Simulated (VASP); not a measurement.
# MnSb (rocksalt type): single point with PBE

The system is MnSb (rocksalt type).

```
CELL_PARAMETERS angstrom
0.00000 2.76712 2.76712
2.76712 0.00000 2.76712
2.76712 2.76712 0.00000
ATOMIC_POSITIONS crystal
Mn 0.00000 0.00000 0.00000
Sb 0.50000 0.50000 0.50000
```

```
Program             : VASP 6.6.1
Task                : single point
Functional          : PBE
Potentials or basis : VASP PAW PBE potentials, release 64 (Mn_pv, Sb)
Cutoff              : 520 eV
k mesh              : 11 × 11 × 11
Occupations         : fermi-dirac, width 0.03 eV
Spin                : collinear spin, ferromagnetic start
Starting moments    : [4.0, 0.0] μB
```

- Pressure: 1.3 GPa
- Net moment: 3.76 μB per cell
- Site moments: Mn +3.69; Sb -0.10 μB
- Valence electrons inside the program's atomic spheres: Mn 11.49; Sb 2.49

Levels at points of the mesh, in eV from the Fermi level:
Spin up:
```tsv
k point	band 9	band 10	band 11	band 12	band 13	band 14
(0.00, 0.00, 0.00)	-2.81	1.35	1.35	1.35	5.30	8.11
```
Spin down:
```tsv
k point	band 3	band 4	band 5	band 6	band 7	band 8	band 9	band 10	band 11	band 12
(0.00, 0.00, 0.00)	-46.40	-11.65	0.07	0.07	0.17	0.17	0.17	1.36	1.36	1.36
```

Wall time 53 s on 1 thread of Intel(R) Xeon(R) 6975P-C (Granite Rapids), on a shared host, peak memory 0.23 GiB.

Caveat: spin-orbit coupling is left out, which moves the levels of the heavy elements; a cell with one magnetic atom can't hold antiferromagnetic order, which such compounds often take.
